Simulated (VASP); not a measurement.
A run of VASP 6.6.1:

INCAR

```
PREC = Accurate
ENCUT = 520
EDIFF = 1E-6
ISMEAR = 1
SIGMA = 0.05
LREAL = F
LASPH = T
NELM = 100
ALGO = Normal
ISIF = 2
LWAVE = F
LCHARG = F
GGA = PE
NBANDS = 26
```

KPOINTS

```
regular mesh
0
Gamma
  6 6 4
```

File POSCAR:

```
CdS
1.0
    4.1151244016      0.0000000000      0.0000000000
   -2.0575622008      3.5638018494      0.0000000000
    0.0000000000      0.0000000000      6.6803838779
Cd S
2 2
Direct
    0.3333333333      0.6666666667      0.0000000000
    0.6666666667      0.3333333333      0.5000000000
    0.3333333333      0.6666666667      0.3750000000
    0.6666666667      0.3333333333      0.8750000000
```

Potentials or basis: VASP PAW PBE potentials, release 64 (Cd, S).

The run is started by

```sh
$ cat potpaw_PBE.64/Cd/POTCAR potpaw_PBE.64/S/POTCAR > POTCAR
$ mpirun -np 1 vasp_std > vasp.out
```

Hardware: 1 thread of Intel Xeon 8259CL, with other jobs on the host.

How long does it take, and how much memory?

It took 54 s on 1 thread of Intel Xeon 8259CL, with other jobs on the host, peak memory 0.23 GiB. Counts: scf iterations 14, k points 21.
